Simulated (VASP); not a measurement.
# SnO (Pm-3m) in VASP: relaxation of cell and atoms with PBE0

Aim: the relaxation of cell and atoms of SnO with PBE0.

Everything below comes from runs of VASP 6.6.1. Logs are shortened: lines on timing, memory, paths and dates and some standing lists are left out, and cuts for length are marked.

## (1) The cell of the first run

Symmetry: Pm-3m, No. 221, cubic system. The conventional cell has a = 3.132 Å, b = 3.132 Å, c = 3.132 Å, α = 90.00°, β = 90.00°, γ = 90.00°. Within 3.6 Å of Sn (site symmetry m-3m) lie 8 O at 2.71 Å and 6 Sn at 3.13 Å. Within 3.6 Å of O (site symmetry m-3m) lie 8 Sn at 2.71 Å and 6 O at 3.13 Å.

## (2) Relaxation of cell and atoms, PBE0

Contents of POSCAR:

```
SnO
1.0
    3.1319300000      0.0000000000      0.0000000000
    0.0000000000      3.1319300000      0.0000000000
    0.0000000000      0.0000000000      3.1319300000
Sn O
1 1
Direct
    0.0000000000      0.0000000000      0.0000000000
    0.5000000000      0.5000000000      0.5000000000
```

Contents of INCAR.step1:

```
SYSTEM = SnO
PREC = Accurate ; ENCUT = 600
EDIFF = 1E-5 ; ISMEAR = -1
SIGMA = 0.05 ; LREAL = .False.
LASPH = .True. ; NELM = 120
ALGO = Normal ; LWAVE = .True.
LCHARG = .False. ; GGA = PE
NBANDS = 17 ; GGA_COMPAT = .False.
IBRION = 2 ; ISIF = 3
EDIFFG = -0.005 ; NELMIN = 4
NSW = 100
```

Contents of INCAR.step2:

```
SYSTEM = SnO
PREC = Accurate ; ENCUT = 600
EDIFF = 1E-7 ; ISMEAR = -1
SIGMA = 0.05 ; LREAL = .False.
LASPH = .True. ; NELM = 120
ALGO = Normal ; ISIF = 3
LWAVE = .False. ; LCHARG = .False.
GGA = PE ; LHFCALC = .True.
AEXX = 0.25 ; PRECFOCK = Normal
IBRION = 2 ; NSW = 60
EDIFFG = -0.01 ; ISTART = 1
GGA_COMPAT = .False. ; NELMIN = 4
```

Contents of KPOINTS:

```
Automatic mesh
0
Gamma
  5 5 5
  0 0 0
```

Potentials or basis: VASP PAW PBE potentials, release 64 (Sn_d, O).

The run is started by

```bash
> cat potpaw_PBE.64/Sn_d/POTCAR potpaw_PBE.64/O/POTCAR > POTCAR
> cp INCAR.step1 INCAR
> mpirun -np 1 vasp_std > vasp.out
> cp INCAR.step2 INCAR
> mpirun -np 1 vasp_std > vasp.out
```

OUTCAR:

```text
SYSTEM = SnO
   PREC = Accurate
   ENCUT = 600
   EDIFF = 1E-7
   ISMEAR = -1
   LREAL = .False.
   LASPH = .True.
   NELM = 120
   ISIF = 3
   GGA = PE
   LHFCALC = .True.
   AEXX = 0.25
   PRECFOCK = Normal
   IBRION = 2
   NSW = 60
   EDIFFG = -0.01
   ISTART = 1
   NELMIN = 4

 ion  position               nearest neighbor table
   1  0.000  0.000  0.000-   2 2.71   2 2.71   2 2.71   2 2.71   2 2.71   2 2.71   2 2.71   2 2.71

   2  0.500  0.500  0.500-   1 2.71   1 2.71   1 2.71   1 2.71   1 2.71   1 2.71   1 2.71   1 2.71

  LATTYP: Found a simple cubic cell.
 ALAT       =     3.1319300000

  Lattice vectors:

 A1 = (   3.1319300000,   0.0000000000,   0.0000000000)
 A2 = (   0.0000000000,   3.1319300000,   0.0000000000)
 A3 = (   0.0000000000,   0.0000000000,   3.1319300000)

Analysis of symmetry for initial positions (statically):
=====================================================================
 Subroutine PRICEL returns:
 Original cell was already a primitive cell.

 Routine SETGRP: Setting up the symmetry group for a
 simple cubic supercell.

 Subroutine GETGRP returns: Found 48 space group operations
 (whereof 48 operations were pure point group operations)
 out of a pool of 48 trial point group operations.

The static configuration has the point symmetry O_h .

Analysis of symmetry for dynamics (positions and initial velocities):
=====================================================================
 Subroutine PRICEL returns:
 Original cell was already a primitive cell.

 Routine SETGRP: Setting up the symmetry group for a
 simple cubic supercell.

 Subroutine GETGRP returns: Found 48 space group operations
 (whereof 48 operations were pure point group operations)
 out of a pool of 48 trial point group operations.

The dynamic configuration has the point symmetry O_h .

 Subroutine INISYM returns: Found 48 space group operations
 (whereof 48 operations are pure point group operations),
 and found     1 'primitive' translations

----------------------------------------------------------------------------------------

                                     Primitive cell

  volume of cell :      30.7211

  direct lattice vectors                    reciprocal lattice vectors
     3.131930000  0.000000000  0.000000000     0.319291938  0.000000000  0.000000000
     0.000000000  3.131930000  0.000000000     0.000000000  0.319291938  0.000000000
     0.000000000  0.000000000  3.131930000     0.000000000  0.000000000  0.319291938

  length of vectors
     3.131930000  3.131930000  3.131930000     0.319291938  0.319291938  0.319291938

  position of ions in fractional coordinates (direct lattice)
     0.000000000  0.000000000  0.000000000
     0.500000000  0.500000000  0.500000000

  ion indices of the primitive-cell ions
   primitive index   ion index
                 1           1
                 2           2

----------------------------------------------------------------------------------------

 KPOINTS: Automatic mesh

Automatic generation of k-mesh.
 Grid dimensions read from file:
 generate k-points for:    5    5    5

 Generating k-lattice:

  Cartesian coordinates                     Fractional coordinates (reciprocal lattice)
     0.063858388  0.000000000  0.000000000     0.200000000  0.000000000  0.000000000
     0.000000000  0.063858388  0.000000000     0.000000000  0.200000000  0.000000000
     0.000000000  0.000000000  0.063858388     0.000000000  0.000000000  0.200000000

  Length of vectors
     0.063858388  0.063858388  0.063858388

  Shift w.r.t. Gamma in fractional coordinates (k-lattice)
     0.000000000  0.000000000  0.000000000

 Subroutine IBZKPT returns following result:
 ===========================================

 Found     10 irreducible k-points:

 Following reciprocal coordinates:
            Coordinates               Weight
  0.000000  0.000000  0.000000      1.000000
  0.200000  0.000000  0.000000      6.000000
  0.400000  0.000000  0.000000      6.000000
  0.200000  0.200000  0.000000     12.000000
  0.400000  0.200000  0.000000     24.000000
  0.400000  0.400000  0.000000     12.000000
  0.200000  0.200000  0.200000      8.000000
  0.400000  0.200000  0.200000     24.000000
  0.400000  0.400000  0.200000     24.000000
  0.400000  0.400000  0.400000      8.000000
   k-points           NKPTS =     10   k-points in BZ     NKDIM =    125   number of bands    NBANDS=     14
   number of dos      NEDOS =    301   number of ions     NIONS =      2
   total plane-waves  NPLWV =  21952
   dimension x,y,z NGX =    28 NGY =   28 NGZ =   28
   dimension x,y,z NGXF=    56 NGYF=   56 NGZF=   56
   ions per type =               1   1
   NGX,Y,Z   is equivalent  to a cutoff of  14.86, 14.86, 14.86 a.u.
   NGXF,Y,Z  is equivalent  to a cutoff of  29.73, 29.73, 29.73 a.u.
 SYSTEM =  SnO
   PREC   = accura    normal or accurate (medium, high low for compatibility)
   ISTART =      1    job   : 0-new  1-cont  2-samecut
   ICHARG =      0    charge: 1-file 2-atom 10-const
   ISPIN  =      1    spin polarized calculation?
   LNONCOLLINEAR =      F non collinear calculations
   LSORBIT =      F    spin-orbit coupling
   LASPH  =      T    aspherical Exc in radial PAW
   ENCUT  =  600.0 eV  44.10 Ry    6.64 a.u.   6.26  6.26  6.26*2*pi/ulx,y,z
   NELM   =    120;   NELMIN=  4; NELMDL=  0     # of ELM steps
   EDIFF  = 0.1E-06   stopping-criterion for ELM
   LREAL  =      F    real-space projection
   EDIFFG = -.1E-01   stopping-criterion for IOM
   NSW    =     60    number of steps for IOM
   IBRION =      2    ionic relax: 0-MD 1-quasi-New 2-CG
   NFREE  =      1    steps in history (QN), initial steepest desc. (CG)
   ISIF   =      3    stress and relaxation
   ISYM   =      3    0-nonsym 1-usesym 2-fastsym
   POTIM  = 0.5000    time-step for ionic-motion
   TEBEG  =    0.0;   TEEND  =   0.0 temperature during run
   PSTRESS=    0.0 pullay stress
   NELECT =      20.0000    total number of electrons
   NUPDOWN=      -1.0000    fix difference up-down
   EMIN   =  10.00;   EMAX   =-10.00  energy-range for DOS
   EFERMI =   0.00;   METHOD = LEGACY
   ISMEAR =    -1;   SIGMA  =   0.05  broadening in eV -4-tet -1-fermi 0-gaus
   EFERMI_NEDOS =   21; number of points for ismear=-14 and -15
   IALGO  =     38    algorithm
   IMIX   =      1    mixing-type and parameters
     AMIX     =   0.40;   BMIX     =  1.00
     AMIX_MAG =   1.60;   BMIX_MAG =  1.00
  volume/ion in A,a.u.               =      15.36       103.66
  Fermi-wavevector in a.u.,A,eV,Ry     =   1.418860  2.681256 27.390743  2.013163
  Thomas-Fermi vector in A             =   2.539941
   LORBIT       =      0    0 simple, 1 ext, 2 COOP (PROOUT), +10 PAW based schemes
   GGA     = PE    functional components
   LHFCALC =     T    Hartree Fock is set to
   PRECFOCK=normal    Normal, Fast or Accurate (Low or Medium for compatibility)
   ENCUT4O =  -1.0   cutoff for four orbital integrals eV
   NKREDX  =     1    reduce k-point grid by
   NKREDY  =     1    reduce k-point grid by
   NKREDZ  =     1    reduce k-point grid by
   AEXX    =    0.2500 exact exchange contribution
   HFSCREEN=    0.0000 screening length (either q_TF or 0.3 A-1)
   HFSCREENC=   0.0000 screening length for correlation (either q_TF or 0.3 A-1)
   ENCUTFOCK=  -1.0 apply spherical cutoff to Coloumb kernel
   IVDW    =     0    specifies the selected vdW correction
   LEPSILON=     F    determine dielectric tensor
   LRPA    =     F    only Hartree local field effects (RPA)
 conjugate gradient relaxation of ions
 non-spin polarized calculation
  energy-cutoff  :      600.00
  volume of cell :       30.72
 maximum number of plane-waves:      1043
 NGX is ok and might be reduce to    28
  NGX = 20; NGY = 20; NGZ = 20

--------------------------------------- Ionic step        1  -------------------------------------------

 number of electron      19.9999998 magnetization

 Free energy of the ion-electron system (eV)
  ---------------------------------------------------
  ext. energy  EPLUGINS =         0.00000000
  ---------------------------------------------------
  free energy    TOTEN  =       -13.16072509 eV

  energy without entropy =      -13.16072509  energy(sigma->0) =      -13.16072509

------------------------ aborting loop because EDIFF is reached ----------------------------------------

  FORCE on cell =-STRESS in cart. coord.  units (eV):
  Direction    XX          YY          ZZ          XY          YZ          ZX
  --------------------------------------------------------------------------------------
  -------------------------------------------------------------------------------------
  Total       -0.7465161     -0.7465161     -0.7465161     -0.0000000     -0.0000000      0.0000000
  in kB      -38.9326166    -38.9326166    -38.9326166     -0.0000000     -0.0000000      0.0000000
  external PRESSURE =     -38.9326166 kB  Pullay stress =       0.0000000 kB
[... 57 lines left out ...]
  energy  without entropy=      -13.1714124977  energy(sigma->0) =      -13.17141250

--------------------------------------- Ionic step        3  -------------------------------------------

 number of electron      19.9999996 magnetization

 Free energy of the ion-electron system (eV)
  ---------------------------------------------------
  ext. energy  EPLUGINS =         0.00000000
  ---------------------------------------------------
  free energy    TOTEN  =       -13.17477979 eV

  energy without entropy =      -13.17477979  energy(sigma->0) =      -13.17477979

 E-fermi :   8.3884     XC(G=0):  -9.0054

 val. band max:        7.2451791673   @ k =   0.4000   0.2000   0.0000
 cond. band min:       9.8406117856   @ k =   0.4000   0.4000   0.4000
 fundamental gap:      2.5954326182
 Fermi energy:         8.3884188751

 k-point     1 :       0.0000    0.0000    0.0000
  band No.  band energies     occupation
      1     -16.1675      2.00000
      2     -16.1675      2.00000
      3     -15.7821      2.00000
      4     -15.7821      2.00000
      5     -15.7821      2.00000
      6     -12.5587      2.00000
      7      -0.4146      2.00000
      8       4.5876      2.00000
      9       4.5876      2.00000
     10       4.5876      2.00000
     11      17.4859      0.00000
     12      18.0477      0.00000
     13      18.0477      0.00000
     14      18.0477      0.00000
[... 180 lines left out ...]
  FREE ENERGIE OF THE ION-ELECTRON SYSTEM (eV)
  ---------------------------------------------------
  free  energy   TOTEN  =       -13.1747797872 eV

  energy  without entropy=      -13.1747797872  energy(sigma->0) =      -13.17477979

 reached required accuracy - stopping structural energy minimisation
```

It took 20 min on 1 thread of Intel Xeon 6975P-C (Granite Rapids), shared host; peak memory 0.18 GiB.

What came out:

```yaml
Free_energy: -13.1748 eV
Relaxed_volume: 14.80 Å³/atom
Relaxed_cell: a = 3.094 Å, b = 3.094 Å, c = 3.094 Å, α = 90.00°, β = 90.00°, γ = 90.00°
Space_group_after_relaxing_to_0.1_Å: Pm-3m (No. 221)
Energy_gained_by_relaxing: 7.0 meV/atom
Ionic_steps: 3
Pressure_after_relaxing: 0.0 GPa
Band_gap_on_the_k_mesh: 2.60 eV (least direct gap 3.16 eV)
```

The path:
| step | energy change (eV) | largest force (eV/Å) | pressure (GPa) | volume (Å³) |
| --- | --- | --- | --- | --- |
| 1 | 0.0000 | 0.0000 | -3.89 | 30.72 |
| 2 | -0.0107 | 0.0000 | 2.12 | 29.09 |
| 3 | -0.0141 | 0.0000 | 0.01 | 29.61 |

Final structure:
```
CELL_PARAMETERS angstrom
3.09361 0.00000 0.00000
0.00000 3.09361 0.00000
0.00000 0.00000 3.09361
ATOMIC_POSITIONS crystal
Sn 0.00000 0.00000 0.00000
O 0.50000 0.50000 0.50000
```

Levels at points of the mesh, in eV from the valence-band top:
| k point | band 7 | band 8 | band 9 | band 10 | band 11 | band 12 | band 13 | band 14 |
| --- | --- | --- | --- | --- | --- | --- | --- | --- |
| (0.00, 0.00, 0.00) | -7.66 | -2.66 | -2.66 | -2.66 | 10.24 | 10.80 | 10.80 | 10.80 |

Caveat: the PAW data sets were made with another functional, which shifts forces and pressure a little; spin-orbit coupling is left out, which moves the levels of the heavy elements; an odd mesh through Γ misses points on the zone boundary, where band edges can lie.
